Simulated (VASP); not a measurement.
# CuPdC4N4 (P-43m) in VASP: single point with PBE

Aim: the single point of CuPdC4N4 with PBE.

All numbers are computed with VASP 6.6.1; they aren't measurements. Logs are shortened: lines on timing, memory, paths and dates and some standing lists are left out, and cuts for length are marked.

## 1. The cell of the first run

Symmetry: P-43m, No. 215, cubic system. The conventional cell has a = 5.909 Å, b = 5.909 Å, c = 5.909 Å, α = 90.00°, β = 90.00°, γ = 90.00°. Within 2.5 Å of Cu (site symmetry -43m) lie 4 C at 1.92 Å. Pd (site symmetry -43m) has 4 N at 2.03 Å within 2.7 Å. C (site symmetry 3m) has 1 N at 1.17 Å within 1.6 Å. N (site symmetry 3m) has 1 C at 1.17 Å within 1.6 Å.

## 2. Single point, PBE, collinear spin

INCAR reads:

```
ALGO = Normal ; EDIFF = 1E-6
ENCUT = 820 ; GGA = PE
GGA_COMPAT = False ; ISIF = 2
ISMEAR = 0 ; ISPIN = 2
LASPH = True ; LCHARG = False
LMAXMIX = 4 ; LORBIT = 11
LREAL = False ; LWAVE = False
MAGMOM = 1 0 0 0 0 0 0 0 0 0 ; NBANDS = 52
NELM = 200 ; PREC = Accurate
SIGMA = 0.1
```

KPOINTS reads:

```
k-points
0
Gamma
  4 4 4
```

POSCAR reads:

```
CuPdC4N4
1.0
    5.9086026500      0.0000000000      0.0000000000
    0.0000000000      5.9086026500      0.0000000000
    0.0000000000      0.0000000000      5.9086026500
Cu Pd C N
1 1 4 4
Direct
    0.0000000000      0.0000000000      0.0000000000
    0.5000000000      0.5000000000      0.5000000000
    0.1873167900      0.1873167900      0.1873167900
    0.1873167900      0.8126832100      0.8126832100
    0.8126832100      0.1873167900      0.8126832100
    0.8126832100      0.8126832100      0.1873167900
    0.3016415900      0.3016415900      0.3016415900
    0.3016415900      0.6983584100      0.6983584100
    0.6983584100      0.3016415900      0.6983584100
    0.6983584100      0.6983584100      0.3016415900
```

Potentials or basis: VASP PAW PBE potentials, release 64 (Cu_sv_GW, Pd_sv_GW, C, N).

Command:

```bash
$ cat potpaw_PBE.64/Cu_sv_GW/POTCAR potpaw_PBE.64/Pd_sv_GW/POTCAR potpaw_PBE.64/C/POTCAR potpaw_PBE.64/N/POTCAR > POTCAR
$ mpirun -np 1 vasp_std > vasp.out
```

OUTCAR:

```text
EDIFF = 1E-6
   ENCUT = 820
   GGA = PE
   ISIF = 2
   ISMEAR = 0
   ISPIN = 2
   LASPH = True
   LORBIT = 11
   LREAL = False
   NELM = 200
   PREC = Accurate

 ion  position               nearest neighbor table
   1  0.000  0.000  0.000-   3 1.92   4 1.92   5 1.92   6 1.92
   2  0.500  0.500  0.500-   7 2.03   8 2.03   9 2.03  10 2.03
   3  0.187  0.187  0.187-   7 1.17   1 1.92
   4  0.187  0.813  0.813-   8 1.17   1 1.92
   5  0.813  0.187  0.813-   9 1.17   1 1.92
   6  0.813  0.813  0.187-  10 1.17   1 1.92
   7  0.302  0.302  0.302-   3 1.17   2 2.03
   8  0.302  0.698  0.698-   4 1.17   2 2.03
   9  0.698  0.302  0.698-   5 1.17   2 2.03
  10  0.698  0.698  0.302-   6 1.17   2 2.03

  LATTYP: Found a simple cubic cell.
 ALAT       =     5.9086026500

  Lattice vectors:

 A1 = (   5.9086026500,   0.0000000000,   0.0000000000)
 A2 = (   0.0000000000,   5.9086026500,   0.0000000000)
 A3 = (   0.0000000000,   0.0000000000,   5.9086026500)

Analysis of symmetry for initial positions (statically):
=====================================================================
 Subroutine PRICEL returns:
 Original cell was already a primitive cell.

 Routine SETGRP: Setting up the symmetry group for a
 simple cubic supercell.

 Subroutine GETGRP returns: Found 24 space group operations
 (whereof 24 operations were pure point group operations)
 out of a pool of 48 trial point group operations.

The static configuration has the point symmetry T_d .

Analysis of symmetry for dynamics (positions and initial velocities):
=====================================================================
 Subroutine PRICEL returns:
 Original cell was already a primitive cell.

 Routine SETGRP: Setting up the symmetry group for a
 simple cubic supercell.

 Subroutine GETGRP returns: Found 24 space group operations
 (whereof 24 operations were pure point group operations)
 out of a pool of 48 trial point group operations.

The dynamic configuration has the point symmetry T_d .

Analysis of structural, dynamic, and magnetic symmetry:
=====================================================================
 Subroutine PRICEL returns:
 Original cell was already a primitive cell.

 Routine SETGRP: Setting up the symmetry group for a
 simple cubic supercell.

 Subroutine GETGRP returns: Found 24 space group operations
 (whereof 24 operations were pure point group operations)
 out of a pool of 48 trial point group operations.

The overall configuration has the point symmetry T_d .

 Subroutine INISYM returns: Found 24 space group operations
 (whereof 24 operations are pure point group operations),
 and found     1 'primitive' translations

----------------------------------------------------------------------------------------

                                     Primitive cell

  volume of cell :     206.2787

  direct lattice vectors                    reciprocal lattice vectors
     5.908602650  0.000000000  0.000000000     0.169244754  0.000000000  0.000000000
     0.000000000  5.908602650  0.000000000     0.000000000  0.169244754  0.000000000
     0.000000000  0.000000000  5.908602650     0.000000000  0.000000000  0.169244754

  length of vectors
     5.908602650  5.908602650  5.908602650     0.169244754  0.169244754  0.169244754

  position of ions in fractional coordinates (direct lattice)
     0.000000000  0.000000000  0.000000000
     0.500000000  0.500000000  0.500000000
     0.187316790  0.187316790  0.187316790
     0.187316790  0.812683210  0.812683210
     0.812683210  0.187316790  0.812683210
     0.812683210  0.812683210  0.187316790
     0.301641590  0.301641590  0.301641590
     0.301641590  0.698358410  0.698358410
     0.698358410  0.301641590  0.698358410
     0.698358410  0.698358410  0.301641590

  ion indices of the primitive-cell ions
   primitive index   ion index
                 1           1
                 2           2
                 3           3
                 4           4
                 5           5
                 6           6
                 7           7
                 8           8
                 9           9
                10          10

----------------------------------------------------------------------------------------

 KPOINTS: k-points

Automatic generation of k-mesh.
 Grid dimensions read from file:
 generate k-points for:    4    4    4

 Generating k-lattice:

  Cartesian coordinates                     Fractional coordinates (reciprocal lattice)
     0.042311188  0.000000000  0.000000000     0.250000000  0.000000000  0.000000000
     0.000000000  0.042311188  0.000000000     0.000000000  0.250000000  0.000000000
     0.000000000  0.000000000  0.042311188     0.000000000  0.000000000  0.250000000

  Length of vectors
     0.042311188  0.042311188  0.042311188

  Shift w.r.t. Gamma in fractional coordinates (k-lattice)
     0.000000000  0.000000000  0.000000000

 Subroutine IBZKPT returns following result:
 ===========================================

 Found     10 irreducible k-points:

 Following reciprocal coordinates:
            Coordinates               Weight
  0.000000  0.000000  0.000000      1.000000
  0.250000  0.000000  0.000000      6.000000
  0.500000  0.000000  0.000000      3.000000
  0.250000  0.250000  0.000000     12.000000
  0.500000  0.250000  0.000000     12.000000
  0.500000  0.500000  0.000000      3.000000
  0.250000  0.250000  0.250000      8.000000
  0.500000  0.250000  0.250000     12.000000
  0.500000  0.500000  0.250000      6.000000
  0.500000  0.500000  0.500000      1.000000
   k-points           NKPTS =     10   k-points in BZ     NKDIM =     10   number of bands    NBANDS=     52
   number of dos      NEDOS =    301   number of ions     NIONS =     10
   total plane-waves  NPLWV = 175616
   dimension x,y,z NGX =    56 NGY =   56 NGZ =   56
   dimension x,y,z NGXF=   112 NGYF=  112 NGZF=  112
   ions per type =               1   1   4   4
   NGX,Y,Z   is equivalent  to a cutoff of  15.76, 15.76, 15.76 a.u.
   NGXF,Y,Z  is equivalent  to a cutoff of  31.51, 31.51, 31.51 a.u.
 SYSTEM =  unknown system
   PREC   = accura    normal or accurate (medium, high low for compatibility)
   ISTART =      0    job   : 0-new  1-cont  2-samecut
   ICHARG =      2    charge: 1-file 2-atom 10-const
   ISPIN  =      2    spin polarized calculation?
   LNONCOLLINEAR =      F non collinear calculations
   LSORBIT =      F    spin-orbit coupling
   LASPH  =      T    aspherical Exc in radial PAW
   ENCUT  =  820.0 eV  60.27 Ry    7.76 a.u.  13.80 13.80 13.80*2*pi/ulx,y,z
   NELM   =    200;   NELMIN=  2; NELMDL= -5     # of ELM steps
   EDIFF  = 0.1E-05   stopping-criterion for ELM
   LREAL  =      F    real-space projection
[... 7 lines left out ...]
   TEBEG  =    0.0;   TEEND  =   0.0 temperature during run
   PSTRESS=    0.0 pullay stress
   NELECT =      73.0000    total number of electrons
   NUPDOWN=      -1.0000    fix difference up-down
   EMIN   =  10.00;   EMAX   =-10.00  energy-range for DOS
   EFERMI =   0.00;   METHOD = LEGACY
   ISMEAR =     0;   SIGMA  =   0.10  broadening in eV -4-tet -1-fermi 0-gaus
   EFERMI_NEDOS =   21; number of points for ismear=-14 and -15
   IALGO  =     38    algorithm
   IMIX   =      4    mixing-type and parameters
     AMIX     =   0.40;   BMIX     =  1.00
     AMIX_MAG =   1.60;   BMIX_MAG =  1.00
  volume/ion in A,a.u.               =      20.63       139.20
  Fermi-wavevector in a.u.,A,eV,Ry     =   1.157971  2.188248 18.244008  1.340897
  Thomas-Fermi vector in A             =   2.294577
   LORBIT       =     11    0 simple, 1 ext, 2 COOP (PROOUT), +10 PAW based schemes
   GGA     = PE    functional components
   LHFCALC =     F    Hartree Fock is set to
   AEXX    =    0.0000 exact exchange contribution
   IVDW    =     0    specifies the selected vdW correction
   LEPSILON=     F    determine dielectric tensor
   LRPA    =     F    only Hartree local field effects (RPA)
 spin polarized calculation
 Gauss-broadening in eV      SIGMA  =   0.10
  energy-cutoff  :      820.00
  volume of cell :      206.28
 maximum number of plane-waves:     11067
 NGX is ok and might be reduce to    56
   NGX = 27   NGY = 27   NGZ = 27

 number of electron      72.9999979 magnetization       2.9271791

 Free energy of the ion-electron system (eV)
  ---------------------------------------------------
  ext. energy  EPLUGINS =         0.00000000
  ---------------------------------------------------
  free energy    TOTEN  =       -69.99431658 eV

  energy without entropy =      -69.98361996  energy(sigma->0) =      -69.98896827

 E-fermi :  -1.7658     XC(G=0):  -7.2825

 val. band max:       -1.8590859756   @ k =   0.5000   0.2500   0.0000
 cond. band min:      -1.7414421815   @ k =   0.0000   0.0000   0.0000
 fundamental gap:      0.1176437941
 Fermi energy:        -1.7657946154

 spin component 1

 k-point     1 :       0.0000    0.0000    0.0000
  band No.  band energies     occupation
      1    -114.1644      1.00000
      2     -87.3559      1.00000
      3     -71.4995      1.00000
      4     -71.4995      1.00000
      5     -71.4995      1.00000
      6     -53.0524      1.00000
[... 40 lines left out ...]
     47       4.4987      0.00000
     48       7.4234      0.00000
[... 457 lines left out ...]
     47       5.9029      0.00000
     48       6.4798      0.00000
 Fermi energy:        -1.7657946154

 spin component 2

 k-point     1 :       0.0000    0.0000    0.0000
  band No.  band energies     occupation
      1    -113.7471      1.00000
      2     -86.2333      1.00000
      3     -71.0929      1.00000
      4     -71.0929      1.00000
      5     -71.0929      1.00000
      6     -51.9029      1.00000
[... 40 lines left out ...]
     47       4.6746      0.00000
     48       7.9205      0.00000
[... 457 lines left out ...]
     47       6.3982      0.00000
     48       6.6144      0.00000
 [bands above 48 left out]

------------------------ aborting loop because EDIFF is reached ----------------------------------------

  FORCE on cell =-STRESS in cart. coord.  units (eV):
  Direction    XX          YY          ZZ          XY          YZ          ZX
  --------------------------------------------------------------------------------------
  -------------------------------------------------------------------------------------
  Total        2.3947621      2.3947621      2.3947621      0.0000000      0.0000000     -0.0000000
  in kB       18.6002425     18.6002425     18.6002425      0.0000000      0.0000000     -0.0000000
  external PRESSURE =      18.6002425 kB  Pullay stress =       0.0000000 kB

 VOLUME and BASIS-vectors are now :
 -----------------------------------------------------------------------------
  energy-cutoff  :      820.00
  volume of cell :      206.28
      direct lattice vectors                 reciprocal lattice vectors
     5.908602650  0.000000000  0.000000000     0.169244754  0.000000000  0.000000000
     0.000000000  5.908602650  0.000000000     0.000000000  0.169244754  0.000000000
     0.000000000  0.000000000  5.908602650     0.000000000  0.000000000  0.169244754

 POSITION                                       TOTAL-FORCE (eV/Angst)
 -----------------------------------------------------------------------------------
      0.00000      0.00000      0.00000        -0.000000      0.000000     -0.000000
      2.95430      2.95430      2.95430        -0.000000      0.000000     -0.000000
      1.10678      1.10678      1.10678        -0.386272     -0.386272     -0.386272
      1.10678      4.80182      4.80182        -0.386272      0.386272      0.386272
      4.80182      1.10678      4.80182         0.386272     -0.386272      0.386272
      4.80182      4.80182      1.10678         0.386272      0.386272     -0.386272
      1.78228      1.78228      1.78228         0.347389      0.347389      0.347389
      1.78228      4.12632      4.12632         0.347389     -0.347389     -0.347389
      4.12632      1.78228      4.12632        -0.347389      0.347389     -0.347389
      4.12632      4.12632      1.78228        -0.347389     -0.347389      0.347389
 -----------------------------------------------------------------------------------
    total drift:                                0.000000      0.000000     -0.000000

  FREE ENERGIE OF THE ION-ELECTRON SYSTEM (eV)
  ---------------------------------------------------
  free  energy   TOTEN  =       -69.9943165771 eV

  energy  without entropy=      -69.9836199650  energy(sigma->0) =      -69.98896827

 total charge

# of ion       s       p       d       f       tot
--------------------------------------------------
    1        2.302   6.656   8.732   0.009  17.698
    2        2.138   6.144   7.187   0.023  15.493
    3        0.971   1.592   0.000   0.000   2.563
    4        0.971   1.592   0.000   0.000   2.563
    5        0.971   1.592   0.000   0.000   2.563
    6        0.971   1.592   0.000   0.000   2.563
    7        1.297   2.559   0.000   0.000   3.856
    8        1.297   2.559   0.000   0.000   3.856
    9        1.297   2.559   0.000   0.000   3.856
   10        1.297   2.559   0.000   0.000   3.856
--------------------------------------------------
tot         13.512  29.403  15.919   0.032  58.866

 magnetization (x)

# of ion       s       p       d       f       tot
--------------------------------------------------
    1        0.002   0.053   0.319  -0.000   0.375
    2        0.002   0.040   1.281   0.001   1.324
    3        0.007   0.067   0.000   0.000   0.074
    4        0.007   0.067   0.000   0.000   0.074
    5        0.007   0.067   0.000   0.000   0.074
    6        0.007   0.067   0.000   0.000   0.074
    7        0.018   0.111   0.000   0.000   0.128
    8        0.018   0.111   0.000   0.000   0.128
    9        0.018   0.111   0.000   0.000   0.128
   10        0.018   0.111   0.000   0.000   0.128
--------------------------------------------------
tot          0.102   0.804   1.600   0.001   2.508
```

Wall time 12 min (1 thread of Intel Xeon Platinum 8488C (Sapphire Rapids), shared host); peak memory 0.8 GiB.

Results:

```yaml
Free_energy: -69.9943 eV
Pressure: 1.9 GPa
Largest_force: 0.669 eV/Å
Band_gap_on_the_k_mesh: 0.12 eV (least direct gap 0.24 eV)
Net_moment: 2.93 μB per cell
Site_moments: Cu +0.38; Pd +1.32; C +0.07; N +0.13 μB
Valence_electrons_inside_the_program's_atomic_spheres: Cu 17.70; Pd 15.49; C 2.56; N 3.86
```

Forces in eV/Å, atoms in the order of the input:
```
Cu   0.000  0.000  0.000
Pd   0.000  0.000  0.000
C   -0.386 -0.386 -0.386
C   -0.386  0.386  0.386
C    0.386 -0.386  0.386
C    0.386  0.386 -0.386
N    0.347  0.347  0.347
N    0.347 -0.347 -0.347
N   -0.347  0.347 -0.347
N   -0.347 -0.347  0.347
```

Caveat: a cell with one magnetic atom can't hold antiferromagnetic order, which such compounds often take.
